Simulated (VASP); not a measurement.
Ru, 2 atoms in the cell. The structure is cubic, space group Fd-3m (No. 227). Conventional cell: a = 5.207 Å, b = 5.207 Å, c = 5.207 Å, α = 90.00°, β = 90.00°, γ = 90.00°. Within 3.0 Å of Ru (site symmetry -43m) lie 4 Ru at 2.25 Å. This isn't the form of Ru at room conditions, which is hcp.

- Program: VASP 6.6.1
- Task: single point
- Functional: LDA
- Potentials or basis: VASP PAW LDA potentials, release 64 (Ru_sv)
- Cutoff: 560 eV
- k mesh: 7 × 7 × 7
- Occupations: fermi-dirac, width 0.1 eV
- Spin: no spin polarisation
- Dipole correction: no
- Further INCAR settings: ALGO = Normal; EDIFF = 1e-06; NBANDS = 23

Potentials or basis: VASP PAW LDA potentials, release 64 (Ru_sv).

Launch:

```bash
$ cat potpaw_LDA.64/Ru_sv/POTCAR > POTCAR
$ mpirun -np 1 vasp_std > vasp.out
```

Hardware: 1 thread of Intel(R) Xeon(R) Platinum 8375C CPU @ 2.90GHz (Ice Lake) (shared host).

Q: Estimate the wall time of this run.

A: It took 12 s on 1 thread of Intel(R) Xeon(R) Platinum 8375C CPU @ 2.90GHz (Ice Lake), with other jobs on the host, peak memory 0.14 GiB. Counts: scf iterations 11, k points 20.
